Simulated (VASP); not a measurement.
# P (Imma) in VASP: notebook, part 2 of 2

VASP 6.6.1.

### 3 Single point, r2SCAN (strain -0.040 along x and y, +0.080 along z)

The input, POSCAR:

```
P
1.0
   -1.6238496414      2.4145584358      2.0076596667
    1.6238496414     -2.4145584358      2.0076596667
    1.6238496414      2.4145584358     -2.0076596667
P
2
Direct
    0.8033091100      0.0533091100      0.7500000000
    0.1966908900      0.9466908900      0.2500000000
```

The input, INCAR.step1:

```
SYSTEM = P
  PREC = Accurate
  ENCUT = 520
  ISMEAR = 0
  SIGMA = 0.15
  LREAL = .FALSE.
  LASPH = .TRUE.
  NELM = 100
  NBANDS = 12
  GGA = PE
  ALGO = Normal
  EDIFF = 1E-4
  LWAVE = .TRUE.
  LCHARG = .FALSE.
```

The input, INCAR.step2:

```
SYSTEM = P
  PREC = Accurate
  ENCUT = 520
  EDIFF = 1E-6
  ISMEAR = 0
  SIGMA = 0.15
  LREAL = .FALSE.
  LASPH = .TRUE.
  NELM = 100
  ALGO = Normal
  ISIF = 2
  LWAVE = .FALSE.
  LCHARG = .TRUE.
  METAGGA = R2SCAN
  LMIXTAU = .TRUE.
  LELF = .TRUE.
  LVHAR = .TRUE.
  NBANDS = 12
  ISTART = 1
```

The input, KPOINTS:

```
Automatic mesh
0
G
  18 18 18
  0 0 0
```

Potentials or basis: VASP PAW PBE potentials, release 64 (P).

Started as:

```console
> cat potpaw_PBE.64/P/POTCAR > POTCAR
> cp INCAR.step1 INCAR
> mpirun -np 1 vasp_std > vasp.out
> cp INCAR.step2 INCAR
> mpirun -np 1 vasp_std > vasp.out
```

OUTCAR:

```text
SYSTEM = P
   PREC = Accurate
   ENCUT = 520
   EDIFF = 1E-6
   ISMEAR = 0
   LREAL = .FALSE.
   LASPH = .TRUE.
   NELM = 100
   ISIF = 2
   METAGGA = R2SCAN
   ISTART = 1

 ion  position               nearest neighbor table
   1  0.803  0.053  0.750-   2 2.27   2 2.27   2 2.45   2 2.45   2 2.93   2 2.93
   2  0.197  0.947  0.250-   1 2.27   1 2.27   1 2.45   1 2.45   1 2.93   1 2.93

  LATTYP: Found a body centered orthorhombic cell.
 ALAT       =     3.2476992828
 B/A-ratio  =     1.2363581058
 C/A-ratio  =     1.4869347347

  Lattice vectors:

 A1 = (   1.6238496414,  -2.4145584358,  -2.0076596667)
 A2 = (  -1.6238496414,  -2.4145584358,   2.0076596667)
 A3 = (  -1.6238496414,   2.4145584358,  -2.0076596667)

Analysis of symmetry for initial positions (statically):
=====================================================================
 Subroutine PRICEL returns:
 Original cell was already a primitive cell.

 Routine SETGRP: Setting up the symmetry group for a
 body centered orthorhombic supercell.

 Subroutine GETGRP returns: Found  8 space group operations
 (whereof  4 operations were pure point group operations)
 out of a pool of  8 trial point group operations.

The static configuration has the point symmetry C_2h.
 The point group associated with its full space group is D_2h.

Analysis of symmetry for dynamics (positions and initial velocities):
=====================================================================
 Subroutine PRICEL returns:
 Original cell was already a primitive cell.

 Routine SETGRP: Setting up the symmetry group for a
 body centered orthorhombic supercell.

 Subroutine GETGRP returns: Found  8 space group operations
 (whereof  4 operations were pure point group operations)
 out of a pool of  8 trial point group operations.

The dynamic configuration has the point symmetry C_2h.
 The point group associated with its full space group is D_2h.

 Subroutine INISYM returns: Found  8 space group operations
 (whereof  4 operations are pure point group operations),
 and found     1 'primitive' translations

----------------------------------------------------------------------------------------

                                     Primitive cell

  volume of cell :      31.4872

  direct lattice vectors                    reciprocal lattice vectors
    -1.623849641  2.414558436  2.007659667     0.000000000  0.207077200  0.249046195
     1.623849641 -2.414558436  2.007659667     0.307910281  0.000000000  0.249046195
     1.623849641  2.414558436 -2.007659667     0.307910281  0.207077200  0.000000000

  length of vectors
     3.535205430  3.535205430  3.535205430     0.323890373  0.396021146  0.371065639

  position of ions in fractional coordinates (direct lattice)
     0.803309110  0.053309110  0.750000000
     0.196690890  0.946690890  0.250000000

  ion indices of the primitive-cell ions
   primitive index   ion index
                 1           1
                 2           2

----------------------------------------------------------------------------------------

 KPOINTS: Automatic mesh
[... 30 lines left out ...]
  0.277778  0.000000 -0.000000      4.000000
[... 16 lines left out ...]
 -0.333333  0.055556  0.000000      8.000000
 -0.277778  0.055556  0.000000      8.000000
 [... further k-points ...]
   k-points           NKPTS =    865   k-points in BZ     NKDIM =    865   number of bands    NBANDS=     12
   number of dos      NEDOS =    301   number of ions     NIONS =      2
   total plane-waves  NPLWV =  21952
   dimension x,y,z NGX =    28 NGY =   28 NGZ =   28
   dimension x,y,z NGXF=    56 NGYF=   56 NGZF=   56
   ions per type =               2
   NGX,Y,Z   is equivalent  to a cutoff of  13.17, 13.17, 13.17 a.u.
   NGXF,Y,Z  is equivalent  to a cutoff of  26.33, 26.33, 26.33 a.u.
 SYSTEM =  P
   PREC   = accura    normal or accurate (medium, high low for compatibility)
   ISTART =      1    job   : 0-new  1-cont  2-samecut
   ICHARG =      0    charge: 1-file 2-atom 10-const
   ISPIN  =      1    spin polarized calculation?
   LNONCOLLINEAR =      F non collinear calculations
   LSORBIT =      F    spin-orbit coupling
   LASPH  =      T    aspherical Exc in radial PAW
   ENCUT  =  520.0 eV  38.22 Ry    6.18 a.u.   6.57  6.57  6.57*2*pi/ulx,y,z
   NELM   =    100;   NELMIN=  2; NELMDL=  0     # of ELM steps
   EDIFF  = 0.1E-05   stopping-criterion for ELM
   LREAL  =      F    real-space projection
   EDIFFG = 0.1E-04   stopping-criterion for IOM
   NSW    =      0    number of steps for IOM
   IBRION =     -1    ionic relax: 0-MD 1-quasi-New 2-CG
   NFREE  =      0    steps in history (QN), initial steepest desc. (CG)
   ISIF   =      2    stress and relaxation
   ISYM   =      2    0-nonsym 1-usesym 2-fastsym
   POTIM  = 0.5000    time-step for ionic-motion
   TEBEG  =    0.0;   TEEND  =   0.0 temperature during run
   PSTRESS=    0.0 pullay stress
   NELECT =      10.0000    total number of electrons
   NUPDOWN=      -1.0000    fix difference up-down
   EMIN   =  10.00;   EMAX   =-10.00  energy-range for DOS
   EFERMI =   0.00;   METHOD = LEGACY
   ISMEAR =     0;   SIGMA  =   0.15  broadening in eV -4-tet -1-fermi 0-gaus
   EFERMI_NEDOS =   21; number of points for ismear=-14 and -15
   IALGO  =     38    algorithm
   IMIX   =      4    mixing-type and parameters
     AMIX     =   0.40;   BMIX     =  1.00
     AMIX_MAG =   1.60;   BMIX_MAG =  1.00
  volume/ion in A,a.u.               =      15.74       106.24
  Fermi-wavevector in a.u.,A,eV,Ry     =   1.116941  2.110713 16.974051  1.247558
  Thomas-Fermi vector in A             =   2.253560
   LORBIT       =      0    0 simple, 1 ext, 2 COOP (PROOUT), +10 PAW based schemes
   METAGGA = R2SCAN    functional components
   LHFCALC =     F    Hartree Fock is set to
   AEXX    =    0.0000 exact exchange contribution
   IVDW    =     0    specifies the selected vdW correction
   LEPSILON=     F    determine dielectric tensor
   LRPA    =     F    only Hartree local field effects (RPA)
 non-spin polarized calculation
 Gauss-broadening in eV      SIGMA  =   0.15
  energy-cutoff  :      520.00
  volume of cell :       31.49
 maximum number of plane-waves:       867
   NGX = 13   NGY = 13   NGZ = 13

 number of electron       9.9999999 magnetization

 Free energy of the ion-electron system (eV)
  ---------------------------------------------------
  ext. energy  EPLUGINS =         0.00000000
  ---------------------------------------------------
  free energy    TOTEN  =       -17.62191081 eV

  energy without entropy =      -17.61622905  energy(sigma->0) =      -17.61906993

 E-fermi :   9.0102     XC(G=0): -11.4191

 val. band max:        9.0070254567   @ k =  -0.3889   0.4444   0.1111
 cond. band min:       9.0105744279   @ k =   0.2222  -0.1111   0.1111
 fundamental gap:      0.0035489711
 Fermi energy:         9.0102035981

 k-point     1 :       0.0000    0.0000    0.0000
  band No.  band energies     occupation
      1      -8.2610      2.00000
      2       5.3469      2.00000
      3       5.5308      2.00000
      4       5.6743      2.00000
      5       7.2388      2.00000
      6      10.3871      0.00000
      7      12.5008      0.00000
      8      12.5954      0.00000
      9      15.4450      0.00000
     10      16.6929      0.00000
     11      16.7288      0.00000
     12      16.9913      0.00000
[... 331 lines left out ...]
 k-point    24 :      -0.2778    0.0556    0.0000
  band No.  band energies     occupation
      1      -7.3907      2.00000
      2       0.4846      2.00000
      3       5.8515      2.00000
      4       6.5488      2.00000
      5       8.1500      2.00000
      6      11.0151      0.00000
      7      11.3697      0.00000
      8      12.1448      0.00000
      9      15.2815      0.00000
     10      15.8629      0.00000
     11      17.6107      0.00000
     12      19.9341      0.00000

 [... further k-points ...]

------------------------ aborting loop because EDIFF is reached ----------------------------------------

  FORCE on cell =-STRESS in cart. coord.  units (eV):
  Direction    XX          YY          ZZ          XY          YZ          ZX
  --------------------------------------------------------------------------------------
  -------------------------------------------------------------------------------------
  Total        1.0384531      2.0187683     -1.4054342      0.0000000      0.0000000      0.0000000
  in kB       52.8401246    102.7219936    -71.5134090      0.0000000      0.0000000      0.0000000
  external PRESSURE =      28.0162364 kB  Pullay stress =       0.0000000 kB

 VOLUME and BASIS-vectors are now :
 -----------------------------------------------------------------------------
  energy-cutoff  :      520.00
  volume of cell :       31.49
      direct lattice vectors                 reciprocal lattice vectors
    -1.623849641  2.414558436  2.007659667     0.000000000  0.207077200  0.249046195
     1.623849641 -2.414558436  2.007659667     0.307910281  0.000000000  0.249046195
     1.623849641  2.414558436 -2.007659667     0.307910281  0.207077200  0.000000000

 POSITION                                       TOTAL-FORCE (eV/Angst)
 -----------------------------------------------------------------------------------
      0.00000      3.62184      0.21405        -0.000000     -0.000000      0.525910
      1.62385     -1.20728      1.79361         0.000000      0.000000     -0.525910
 -----------------------------------------------------------------------------------
    total drift:                                0.000000     -0.000000     -0.000000

  FREE ENERGIE OF THE ION-ELECTRON SYSTEM (eV)
  ---------------------------------------------------
  free  energy   TOTEN  =       -17.6219108101 eV

  energy  without entropy=      -17.6162290513  energy(sigma->0) =      -17.61906993
```

Run time: 6.8 min. Hardware: 1 thread of Intel Xeon 6975P-C (Granite Rapids), shared host; peak memory 0.35 GiB.

What came out:

```yaml
Free_energy: -17.6219 eV
Pressure: 2.8 GPa
Largest_force: 0.526 eV/Å
Band_gap_on_the_k_mesh: zero (bands 5 and 6 overlap by 1.30 eV)
```

Forces on the atoms (eV/Å):
```
P    0.000  0.000  0.526
P    0.000  0.000 -0.526
```

Levels at points of the mesh, in eV from the Fermi level:
```tsv
k point	band 1	band 2	band 3	band 4	band 5	band 6	band 7	band 8	band 9	band 10
(0.00, 0.00, 0.00)	-17.27	-3.66	-3.48	-3.34	-1.77	1.38	3.49	3.59	6.43	7.68
(0.50, 0.00, 0.00)	-14.81	-11.89	-2.65	-1.97	-1.26	1.39	1.47	2.34	7.39	9.51
(0.00, 0.50, 0.00)	-13.25	-10.44	-6.23	-5.75	-5.26	0.77	5.30	7.67	8.97	9.79
(0.50, 0.50, 0.00)	-12.64	-12.64	-4.26	-4.26	-0.53	-0.53	0.78	0.78	10.73	10.73
(0.50, 0.50, 0.50)	-13.21	-9.44	-8.87	-6.15	-4.47	0.99	6.77	9.43	10.20	10.30
```

Caveat: the cell differs from its parent crystal (strain -0.040 along x and y, +0.080 along z); the stress differs along the axes, from -7 to 10 GPa; the PAW data sets were made with another functional, which shifts forces and pressure a little.

### 4 Single point, r2SCAN (strain +0.040 along x and y, -0.040 along z)

The input, POSCAR:

```
P
1.0
   -1.7591704448      2.6157716388      1.7845863704
    1.7591704448     -2.6157716388      1.7845863704
    1.7591704448      2.6157716388     -1.7845863704
P
2
Direct
    0.8033091100      0.0533091100      0.7500000000
    0.1966908900      0.9466908900      0.2500000000
```

The input, INCAR.step1:

```
PREC = Accurate
ENCUT = 520
ISMEAR = 0
SIGMA = 0.15
LREAL = False
LASPH = True
NELM = 100
NBANDS = 12
GGA = PE
ALGO = Normal
EDIFF = 1E-4
LWAVE = True
LCHARG = False
```

The input, INCAR.step2:

```
PREC = Accurate
ENCUT = 520
EDIFF = 1E-6
ISMEAR = 0
SIGMA = 0.15
LREAL = False
LASPH = True
NELM = 100
ALGO = Normal
ISIF = 2
LWAVE = False
LCHARG = False
METAGGA = R2SCAN
LMIXTAU = True
NBANDS = 12
ISTART = 1
```

The input, KPOINTS:

```
Automatic mesh
0
Gamma
  18 18 18
```

Started as:

```console
> cat potpaw_PBE.64/P/POTCAR > POTCAR
> cp INCAR.step1 INCAR
> mpirun -np 1 vasp_std > vasp.out
> cp INCAR.step2 INCAR
> mpirun -np 1 vasp_std > vasp.out
```

It took 7.5 min on 1 thread of Intel Xeon 6975P-C (Granite Rapids), shared host; peak memory 0.36 GiB.

Results (log left out):

```yaml
Free_energy: -17.6676 eV
Pressure: -3.2 GPa
Largest_force: 0.237 eV/Å
Band_gap_on_the_k_mesh: zero (bands 5 and 6 overlap by 1.30 eV)
```

Forces on the atoms (eV/Å):
```
P    0.000  0.000 -0.237
P    0.000  0.000  0.237
```

Stress tensor (GPa, compression positive):
```
-5.96  0.00  0.00
 0.00 -9.71  0.00
 0.00  0.00  5.98
```

Levels at points of the mesh, in eV from the Fermi level:
| k point | band 1 | band 2 | band 3 | band 4 | band 5 | band 6 | band 7 | band 8 | band 9 | band 10 |
| --- | --- | --- | --- | --- | --- | --- | --- | --- | --- | --- |
| (0.00, 0.00, 0.00) | -16.64 | -3.59 | -2.94 | -2.67 | -1.57 | 1.74 | 2.46 | 5.19 | 5.34 | 7.00 |
| (0.50, 0.00, 0.00) | -13.95 | -11.03 | -3.58 | -1.86 | -1.33 | 0.24 | 0.73 | 1.93 | 10.32 | 10.99 |
| (0.00, 0.50, 0.00) | -12.48 | -10.31 | -6.65 | -5.67 | -4.81 | 0.97 | 6.82 | 8.18 | 9.69 | 10.09 |
| (0.50, 0.50, 0.00) | -12.66 | -12.66 | -2.88 | -2.88 | -0.17 | -0.17 | 1.39 | 1.39 | 11.44 | 11.44 |
| (0.50, 0.50, 0.50) | -13.56 | -8.25 | -7.39 | -5.61 | -4.56 | 0.59 | 7.33 | 8.59 | 8.78 | 9.67 |

Caveat: the cell differs from its parent crystal (strain +0.040 along x and y, -0.040 along z); the stress differs along the axes, from -10 to 6 GPa; the PAW data sets were made with another functional, which shifts forces and pressure a little.

### 5 The runs side by side

```tsv
cell	gap on the mesh (eV)	pressure (GPa)	largest force (eV/Å)
a = 3.351 Å, angles 124.7, 92.7, 112.6°, 2 atoms	none	25.7	1.24
a = 3.535 Å, angles 125.3, 93.8, 110.8°, 2 atoms	none	2.8	0.53
a = 3.622 Å, angles 121.9, 87.5, 121.0°, 2 atoms	none	-3.2	0.24
```

Alike in all rows: task single point; level r2SCAN; potentials or basis VASP PAW PBE potentials, release 64 (P); no spin polarisation; k mesh 18 × 18 × 18; cutoff (eV) 520; smearing gaussian 0.15 eV.

Caveats: the PAW data sets were made with another functional, which shifts forces and pressure a little; the stress differs along the axes, from 15 to 32 GPa (at least some runs); the stress differs along the axes, from -7 to 10 GPa (at least some runs); the stress differs along the axes, from -10 to 6 GPa (at least some runs).

Total energies depend on the potentials used, so only differences within one code and one set of settings carry meaning.

The gap in the log of VASP goes by the Fermi energy; the results here count the filled bands.